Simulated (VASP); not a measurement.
Set up this calculation in VASP 6.6.1, as the native input.

| Property | Result |
| --- | --- |
| Task | single point |
| Functional | PBE |
| Dispersion | D3(BJ) |
| Potentials or basis | VASP PAW PBE potentials, release 64 (Cd) |
| Cutoff | 520 eV |
| k mesh | 11 × 11 × 3 |
| Occupations | fermi-dirac, width 0.1 eV |
| Spin | no spin polarisation |
| Dipole correction | no |
| Further INCAR settings | ALGO = Normal; EDIFF = 1e-07; NBANDS = 32 |

The structure of Cd lies in POSCAR:

```
Cd
1.0
    3.0930676400      0.0000000000      0.0000000000
   -1.5465338200      2.6786751500      0.0000000000
    0.0000000000      0.0000000000     10.4307369600
Cd
4
Direct
    0.0000000000      0.0000000000      0.0000000000
    0.3333333300      0.6666666700      0.2500000000
    0.0000000000      0.0000000000      0.5000000000
    0.6666666700      0.3333333300      0.7500000000
```

One way to write it, as run:

INCAR

```
SYSTEM = Cd
PREC     = Accurate       ! precision mode
ENCUT    = 520            ! plane-wave cutoff, eV
EDIFF    = 1E-7           ! SCF threshold, eV
ISMEAR   = -1             ! smearing method
SIGMA    = 0.1            ! smearing width, eV
LREAL    = .False.        ! projectors in reciprocal space
LASPH    = .True.         ! aspherical terms in the spheres
NELM     = 100            ! most SCF steps
ALGO     = Normal         ! electronic algorithm
ISIF     = 2              ! what is computed and relaxed
LWAVE    = .False.        ! write WAVECAR
LCHARG   = .True.         ! write CHGCAR
GGA      = PE             ! functional
IVDW     = 12             ! dispersion correction
LELF     = .True.         ! ELF
LVHAR    = .True.       
NBANDS   = 32             ! bands
```

KPOINTS

```
Automatic mesh
0
Gamma
  11 11 3
  0 0 0
```

Potentials or basis: VASP PAW PBE potentials, release 64 (Cd).

Run with:

```bash
$ cat potpaw_PBE.64/Cd/POTCAR > POTCAR
$ mpirun -np 1 vasp_std > vasp.out
```

It gave:

* Pressure: -0.7 GPa
* Band gap on the k mesh: zero (bands 24 and 25 overlap by 2.83 eV)
* Dispersion energy per atom: -0.443 eV

Caveat: three body term missing.

Run time: 2.1 min on 1 thread of Intel Xeon 8259CL, with other jobs on the host, peak memory 0.24 GiB.
